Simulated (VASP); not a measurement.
# MoS2 (P-3m1) in VASP: settings compared

MoS2 is run at these levels: BLYP+D3(BJ), RPBE; tasks: single point.

Program: VASP 6.6.1. These are calculated values, not measurements. Logs are shortened: lines on timing, memory, paths and dates and some standing lists are left out, and cuts for length are marked.

### 1 The cell of the first run

Symmetry: P-3m1, No. 164, trigonal system. The conventional cell has a = 3.162 Å, b = 3.162 Å, c = 6.184 Å, α = 90.00°, β = 90.00°, γ = 120.00°. Mo (site symmetry -3m) has 6 S at 2.37 Å and 6 Mo at 3.16 Å within 3.2 Å. S (site symmetry 3m) has 3 Mo at 2.37 Å and 6 S at 3.16 Å within 3.2 Å.

### 2 Single point, BLYP+D3(BJ)

File INCAR:

```
SYSTEM = MoS2
AGGAC = 1.0 ; AGGAX = 1.0
ALDAC = 0.0 ; ALDAX = 1.0
ALGO = Normal ; EDIFF = 1E-7
ENCUT = 520 ; GGA = B5
ISIF = 2 ; ISMEAR = -1
IVDW = 12 ; LASPH = .True.
LCHARG = .True. ; LELF = .True.
LREAL = .False. ; LVHAR = .True.
LWAVE = .False. ; NBANDS = 20
NELM = 80 ; PREC = Accurate
SIGMA = 0.05 ; VDW_A1 = 0.4298
VDW_A2 = 4.2359 ; VDW_S6 = 1.0
VDW_S8 = 2.6996
```

File KPOINTS:

```
k-points
0
Gamma
  9 9 4
  0 0 0
```

File POSCAR:

```
MoS2
1.0
    3.1615794509      0.0000000000      0.0000000000
   -1.5807897255      2.7380081205      0.0000000000
    0.0000000000      0.0000000000      6.1836112739
Mo S
1 2
Direct
    0.0000000000      0.0000000000      0.5000000000
    0.6666666667      0.3333333333      0.7446806800
    0.3333333333      0.6666666667      0.2553193200
```

Potentials or basis: VASP PAW PBE potentials, release 64 (Mo_sv, S).

The run is started by

```console
cat potpaw_PBE.64/Mo_sv/POTCAR potpaw_PBE.64/S/POTCAR > POTCAR
mpirun -np 1 vasp_std > vasp.out
```

OUTCAR:

```text
SYSTEM = MoS2
   EDIFF = 1E-7
   ENCUT = 520
   GGA = B5
   ISIF = 2
   ISMEAR = -1
   IVDW = 12
   LASPH = .True.
   LREAL = .False.
   NELM = 80
   PREC = Accurate
 IVDW          = 12

 ion  position               nearest neighbor table
   1  0.000  0.000  0.500-   2 2.37   3 2.37   3 2.37   2 2.37   2 2.37   3 2.37
   2  0.667  0.333  0.745-   1 2.37   1 2.37   1 2.37
   3  0.333  0.667  0.255-   1 2.37   1 2.37   1 2.37

  LATTYP: Found a hexagonal cell.
 ALAT       =     3.1615794509
 C/A-ratio  =     1.9558614199

  Lattice vectors:

 A1 = (   3.1615794509,   0.0000000000,   0.0000000000)
 A2 = (  -1.5807897255,   2.7380081205,   0.0000000000)
 A3 = (   0.0000000000,   0.0000000000,   6.1836112739)

Analysis of symmetry for initial positions (statically):
=====================================================================
 Subroutine PRICEL returns:
 Original cell was already a primitive cell.

 Routine SETGRP: Setting up the symmetry group for a
 hexagonal supercell.

 Subroutine GETGRP returns: Found 12 space group operations
 (whereof 12 operations were pure point group operations)
 out of a pool of 24 trial point group operations.

The static configuration has the point symmetry D_3d.

Analysis of symmetry for dynamics (positions and initial velocities):
=====================================================================
 Subroutine PRICEL returns:
 Original cell was already a primitive cell.

 Routine SETGRP: Setting up the symmetry group for a
 hexagonal supercell.

 Subroutine GETGRP returns: Found 12 space group operations
 (whereof 12 operations were pure point group operations)
 out of a pool of 24 trial point group operations.

The dynamic configuration has the point symmetry D_3d.

 Subroutine INISYM returns: Found 12 space group operations
 (whereof 12 operations are pure point group operations),
 and found     1 'primitive' translations

----------------------------------------------------------------------------------------

                                     Primitive cell

  volume of cell :      53.5280

  direct lattice vectors                    reciprocal lattice vectors
     3.161579451  0.000000000  0.000000000     0.316297602  0.182614506  0.000000000
    -1.580789726  2.738008120  0.000000000     0.000000000  0.365229012  0.000000000
     0.000000000  0.000000000  6.183611274     0.000000000  0.000000000  0.161717798

  length of vectors
     3.161579451  3.161579451  6.183611274     0.365229012  0.365229012  0.161717798

  position of ions in fractional coordinates (direct lattice)
     0.000000000  0.000000000  0.500000000
     0.666666667  0.333333333  0.744680680
     0.333333333  0.666666667  0.255319320

  ion indices of the primitive-cell ions
   primitive index   ion index
                 1           1
                 2           2
                 3           3

----------------------------------------------------------------------------------------

 KPOINTS: k-points

Automatic generation of k-mesh.
 Grid dimensions read from file:
 generate k-points for:    9    9    4

 Generating k-lattice:

  Cartesian coordinates                     Fractional coordinates (reciprocal lattice)
     0.035144178  0.020290501  0.000000000     0.111111111 -0.000000000  0.000000000
     0.000000000  0.040581001  0.000000000     0.000000000  0.111111111  0.000000000
     0.000000000  0.000000000  0.040429450     0.000000000  0.000000000  0.250000000

  Length of vectors
     0.040581001  0.040581001  0.040429450

  Shift w.r.t. Gamma in fractional coordinates (k-lattice)
     0.000000000  0.000000000  0.000000000

 Subroutine IBZKPT returns following result:
 ===========================================

 Found     43 irreducible k-points:

 Following reciprocal coordinates:
            Coordinates               Weight
  0.000000  0.000000  0.000000      1.000000
  0.111111  0.000000  0.000000      6.000000
  0.222222  0.000000  0.000000      6.000000
  0.333333  0.000000  0.000000      6.000000
  0.444444  0.000000  0.000000      6.000000
  0.111111  0.111111  0.000000      6.000000
[... 16 lines left out ...]
  0.222222  0.111111  0.250000     12.000000
 -0.111111  0.333333  0.250000     12.000000
 [... further k-points ...]
   k-points           NKPTS =     43   k-points in BZ     NKDIM =     43   number of bands    NBANDS=     20
   number of dos      NEDOS =    301   number of ions     NIONS =      3
   total plane-waves  NPLWV =  27648
   dimension x,y,z NGX =    24 NGY =   24 NGZ =   48
   dimension x,y,z NGXF=    48 NGYF=   48 NGZF=   96
   ions per type =               1   2
   NGX,Y,Z   is equivalent  to a cutoff of  12.62, 12.62, 12.90 a.u.
   NGXF,Y,Z  is equivalent  to a cutoff of  25.24, 25.24, 25.81 a.u.
 SYSTEM =  MoS2
   PREC   = accura    normal or accurate (medium, high low for compatibility)
   ISTART =      0    job   : 0-new  1-cont  2-samecut
   ICHARG =      2    charge: 1-file 2-atom 10-const
   ISPIN  =      1    spin polarized calculation?
   LNONCOLLINEAR =      F non collinear calculations
   LSORBIT =      F    spin-orbit coupling
   LASPH  =      T    aspherical Exc in radial PAW
   ENCUT  =  520.0 eV  38.22 Ry    6.18 a.u.   5.88  5.88 11.50*2*pi/ulx,y,z
   NELM   =     80;   NELMIN=  2; NELMDL= -5     # of ELM steps
   EDIFF  = 0.1E-06   stopping-criterion for ELM
   LREAL  =      F    real-space projection
   EDIFFG = 0.1E-05   stopping-criterion for IOM
   NSW    =      0    number of steps for IOM
   IBRION =     -1    ionic relax: 0-MD 1-quasi-New 2-CG
   NFREE  =      0    steps in history (QN), initial steepest desc. (CG)
   ISIF   =      2    stress and relaxation
   ISYM   =      2    0-nonsym 1-usesym 2-fastsym
   POTIM  = 0.5000    time-step for ionic-motion
   TEBEG  =    0.0;   TEEND  =   0.0 temperature during run
   PSTRESS=    0.0 pullay stress
   NELECT =      26.0000    total number of electrons
   NUPDOWN=      -1.0000    fix difference up-down
   EMIN   =  10.00;   EMAX   =-10.00  energy-range for DOS
   EFERMI =   0.00;   METHOD = LEGACY
   ISMEAR =    -1;   SIGMA  =   0.05  broadening in eV -4-tet -1-fermi 0-gaus
   EFERMI_NEDOS =   21; number of points for ismear=-14 and -15
   IALGO  =     38    algorithm
   IMIX   =      4    mixing-type and parameters
     AMIX     =   0.40;   BMIX     =  1.00
     AMIX_MAG =   1.60;   BMIX_MAG =  1.00
  volume/ion in A,a.u.               =      17.84       120.41
  Fermi-wavevector in a.u.,A,eV,Ry     =   1.286883  2.431856 22.532159  1.656067
  Thomas-Fermi vector in A             =   2.418930
   LORBIT       =      0    0 simple, 1 ext, 2 COOP (PROOUT), +10 PAW based schemes
   GGA     = B5    functional components
   LHFCALC =     F    Hartree Fock is set to
   AEXX    =    0.0000 exact exchange contribution
   IVDW    =    12    specifies the selected vdW correction
   LEPSILON=     F    determine dielectric tensor
   LRPA    =     F    only Hartree local field effects (RPA)
 non-spin polarized calculation
  energy-cutoff  :      520.00
  volume of cell :       53.53
 maximum number of plane-waves:      1458
   NGX = 11   NGY = 11   NGZ = 23

 number of electron      25.9999998 magnetization

 Free energy of the ion-electron system (eV)
  ---------------------------------------------------
  ext. energy  EPLUGINS =         0.00000000
  ---------------------------------------------------
  free energy    TOTEN  =       -18.23792048 eV

  energy without entropy =      -18.22975676  energy(sigma->0) =      -18.23383862

 E-fermi :   8.1144     XC(G=0): -10.1751

 val. band max:        8.1129564234   @ k =   0.1111   0.0000   0.0000
 cond. band min:       8.1148836872   @ k =   0.3333   0.2222   0.0000
 fundamental gap:      0.0019272638
 Fermi energy:         8.1144060864

 k-point     1 :       0.0000    0.0000    0.0000
  band No.  band energies     occupation
      1     -53.4948      2.00000
      2     -27.6946      2.00000
      3     -27.6171      2.00000
      4     -27.6171      2.00000
      5      -7.0579      2.00000
      6      -5.4655      2.00000
[... 12 lines left out ...]
     19      15.0545      0.00000
     20      17.8637      0.00000

 k-point     2 :       0.1111    0.0000    0.0000
  band No.  band energies     occupation
      1     -53.4899      2.00000
      2     -27.6848      2.00000
      3     -27.6661      2.00000
      4     -27.6283      2.00000
      5      -6.8579      2.00000
      6      -5.4336      2.00000
[... 12 lines left out ...]
     19      15.6160      0.00000
     20      17.4443      0.00000

 k-point     3 :       0.2222    0.0000    0.0000
  band No.  band energies     occupation
      1     -53.4773      2.00000
      2     -27.7888      2.00000
      3     -27.6594      2.00000
      4     -27.6563      2.00000
      5      -6.3148      2.00000
      6      -5.3444      2.00000
[... 12 lines left out ...]
     19      16.4070      0.00000
     20      16.9918      0.00000

 k-point     4 :       0.3333    0.0000    0.0000
  band No.  band energies     occupation
      1     -53.4629      2.00000
      2     -27.9254      2.00000
      3     -27.6880      2.00000
      4     -27.6305      2.00000
      5      -5.6746      2.00000
      6      -5.1414      2.00000
[... 12 lines left out ...]
     19      15.4647      0.00000
     20      16.3211      0.00000

 k-point     5 :       0.4444    0.0000    0.0000
  band No.  band energies     occupation
      1     -53.4536      2.00000
      2     -28.0130      2.00000
      3     -27.7085      2.00000
      4     -27.6116      2.00000
      5      -5.4359      2.00000
      6      -4.6928      2.00000
[... 12 lines left out ...]
     19      15.3163      0.00000
     20      16.4780      0.00000
[... 353 lines left out ...]
      6      -4.6844      2.00000
[... 12 lines left out ...]
     19      14.8199      0.00000
     20      15.7486      0.00000

 k-point    22 :       0.1111    0.1111    0.2500
  band No.  band energies     occupation
      1     -53.4811      2.00000
      2     -27.7475      2.00000
      3     -27.6678      2.00000
      4     -27.6517      2.00000
      5      -6.3976      2.00000
      6      -5.4977      2.00000
[... 12 lines left out ...]
     19      16.7973      0.00000
     20      17.3292      0.00000

 k-point    23 :       0.2222    0.1111    0.2500
  band No.  band energies     occupation
      1     -53.4676      2.00000
      2     -27.8667      2.00000
      3     -27.6928      2.00000
      4     -27.6398      2.00000
      5      -5.8204      2.00000
      6      -5.2940      2.00000
[... 12 lines left out ...]
     19      16.1522      0.00000
     20      17.3513      0.00000

 k-point    24 :      -0.1111    0.3333    0.2500
  band No.  band energies     occupation
      1     -53.4676      2.00000
      2     -27.8667      2.00000
      3     -27.6928      2.00000
      4     -27.6398      2.00000
      5      -5.7507      2.00000
      6      -5.3812      2.00000
[... 12 lines left out ...]
     19      16.6528      0.00000
     20      16.8838      0.00000

 [... further k-points ...]

------------------------ aborting loop because EDIFF is reached ----------------------------------------

 Edisp (eV)   -2.81424

 E8    (eV) :    -1.9969

  FORCE on cell =-STRESS in cart. coord.  units (eV):
  Direction    XX          YY          ZZ          XY          YZ          ZX
  --------------------------------------------------------------------------------------
  -------------------------------------------------------------------------------------
  Total       3.09104     3.09104     3.41677    -0.00000     0.00000     0.00000
  in kB      92.51963    92.51963   102.26933    -0.00000     0.00000     0.00000
  external pressure =       95.77 kB  Pullay stress =        0.00 kB

 VOLUME and BASIS-vectors are now :
 -----------------------------------------------------------------------------
  energy-cutoff  :      520.00
  volume of cell :       53.53
      direct lattice vectors                 reciprocal lattice vectors
     3.161579451  0.000000000  0.000000000     0.316297602  0.182614506  0.000000000
    -1.580789726  2.738008120  0.000000000     0.000000000  0.365229012  0.000000000
     0.000000000  0.000000000  6.183611274     0.000000000  0.000000000  0.161717798

 POSITION                                       TOTAL-FORCE (eV/Angst)
 -----------------------------------------------------------------------------------
      0.00000      0.00000      3.09181        -0.000000      0.000000      0.000000
      1.58079      0.91267      4.60482         0.000000     -0.000000      1.752057
     -0.00000      1.82534      1.57880        -0.000000      0.000000     -1.752057
 -----------------------------------------------------------------------------------
    total drift:                                0.000000     -0.000000      0.000000

  FREE ENERGIE OF THE ION-ELECTRON SYSTEM (eV)
  ---------------------------------------------------
  free  energy   TOTEN  =       -21.0521570522 eV

  energy  without entropy=      -21.0439933302  energy(sigma->0) =      -21.04807519
```

It took 60 s on 1 thread of Intel Xeon 8259CL, shared host; peak memory 0.2 GiB.

Results:

| Quantity | Value |
| --- | --- |
| Free energy | -21.0522 eV |
| Pressure | 9.6 GPa |
| Largest force | 1.752 eV/Å |
| Band gap on the k mesh | zero (bands 13 and 14 overlap by 1.06 eV) |
| Dispersion energy per atom | -0.938 eV |

Forces on the atoms (eV/Å):
```
Mo   0.000  0.000  0.000
S    0.000  0.000  1.752
S    0.000  0.000 -1.752
```

Stress tensor (GPa, compression positive):
```
 9.25  0.00  0.00
 0.00  9.25  0.00
 0.00  0.00 10.23
```

Caveat: the cell stands under pressure; the PAW data sets were made with another functional, which shifts forces and pressure a little.

### 3 Single point, BLYP+D3(BJ)

This run uses another cell than the first one, of 18.22 Å³/atom.

File INCAR:

```
  PREC = Accurate
  ENCUT = 520
  EDIFF = 1E-6
  ISMEAR = -1
  SIGMA = 0.05
  LREAL = False
  LASPH = True
  NELM = 60
  ALGO = Normal
  ISIF = 2
  LWAVE = False
  LCHARG = False
  GGA = B5
  ALDAX = 1.0
  AGGAX = 1.0
  AGGAC = 1.0
  ALDAC = 0.0
  IVDW = 12
  VDW_S6 = 1.0
  VDW_S8 = 2.6996
  VDW_A1 = 0.4298
  VDW_A2 = 4.2359
  NBANDS = 20
```

File KPOINTS:

```
Automatic mesh
0
Gamma
  9 9 4
```

File POSCAR:

```
MoS2
1.0
    3.1838448285      0.0000000000      0.0000000000
   -1.5919224143      2.7572905031      0.0000000000
    0.0000000000      0.0000000000      6.2271592669
Mo S
1 2
Direct
    0.0000000000      0.0000000000      0.5000000000
    0.6666666667      0.3333333333      0.7446806800
    0.3333333333      0.6666666667      0.2553193200
```

Potentials or basis: VASP PAW PBE potentials, release 64 (Mo_sv, S).

The run is started by

```console
cat potpaw_PBE.64/Mo_sv/POTCAR potpaw_PBE.64/S/POTCAR > POTCAR
mpirun -np 1 vasp_std > vasp.out
```

Wall time 65 s (1 thread of Intel Xeon 8259CL, shared host); peak memory 0.2 GiB.

It converged, with:

```yaml
Free_energy: -21.1086 eV
Pressure: 6.1 GPa
Largest_force: 1.359 eV/Å
Band_gap_on_the_k_mesh: zero (bands 13 and 14 overlap by 1.06 eV)
Dispersion_energy_per_atom: -0.918 eV
```

Forces in eV/Å, atoms in the order of the input:
```
Mo   0.000  0.000  0.000
S    0.000  0.000  1.359
S    0.000  0.000 -1.359
```

Stress tensor (GPa, compression positive):
```
5.93 0.00 0.00
0.00 5.93 0.00
0.00 0.00 6.58
```

Levels at points of the mesh, in eV from the Fermi level:
```
           k point  band 11  band 12  band 13  band 14  band 15  band 16
(0.00, 0.00, 0.00)    -1.12    -1.01    -1.01    -0.32    -0.32     3.33
(0.00, 0.00, 0.50)    -1.02    -1.02    -0.39    -0.39    -0.04     3.50
```

Caveat: the cell stands under pressure; the PAW data sets were made with another functional, which shifts forces and pressure a little.

### 4 Single point, BLYP+D3(BJ)

This run uses another cell than the first one, of 18.60 Å³/atom.

File INCAR:

```
  PREC = Accurate
  ENCUT = 520
  EDIFF = 1E-7
  ISMEAR = -1
  SIGMA = 0.05
  LREAL = F
  LASPH = T
  NELM = 100
  ALGO = Normal
  ISIF = 2
  LWAVE = F
  LCHARG = T
  GGA = B5
  ALDAX = 1.0
  AGGAX = 1.0
  AGGAC = 1.0
  ALDAC = 0.0
  IVDW = 12
  VDW_S6 = 1.0
  VDW_S8 = 2.6996
  VDW_A1 = 0.4298
  VDW_A2 = 4.2359
  LELF = T
  LVHAR = T
  NBANDS = 20
```

KPOINTS is that of step 3.

File POSCAR:

```
MoS2
1.0
    3.2058030729      0.0000000000      0.0000000000
   -1.6029015365      2.7763069006      0.0000000000
    0.0000000000      0.0000000000      6.2701065500
Mo S
1 2
Direct
    0.0000000000      0.0000000000      0.5000000000
    0.6666666667      0.3333333333      0.7446806800
    0.3333333333      0.6666666667      0.2553193200
```

The run is started by

```console
cat potpaw_PBE.64/Mo_sv/POTCAR potpaw_PBE.64/S/POTCAR > POTCAR
mpirun -np 1 vasp_std > vasp.out
```

It took 72 s on 1 thread of Intel Xeon 8259CL, shared host; peak memory 0.21 GiB.

The run converged. Its results:

```yaml
Free_energy: -21.1420 eV
Pressure: 3.1 GPa
Largest_force: 0.995 eV/Å
Band_gap_on_the_k_mesh: zero (bands 13 and 14 overlap by 1.06 eV)
Dispersion_energy_per_atom: -0.899 eV
```

Forces on the atoms (eV/Å):
```
Mo   0.000  0.000  0.000
S    0.000  0.000  0.995
S    0.000  0.000 -0.995
```

Stress tensor (GPa, compression positive):
```
2.95 0.00 0.00
0.00 2.95 0.00
0.00 0.00 3.34
```

Levels at points of the mesh, in eV from the Fermi level:
```csv
k point,band 11,band 12,band 13,band 14,band 15,band 16
"(0.00, 0.00, 0.00)",-1.07,-0.97,-0.97,-0.33,-0.33,3.25
"(0.00, 0.00, 0.50)",-0.98,-0.98,-0.40,-0.40,-0.05,3.41
```

Caveat: the cell stands under pressure; the PAW data sets were made with another functional, which shifts forces and pressure a little.

(Continued in part 2 of 2.)
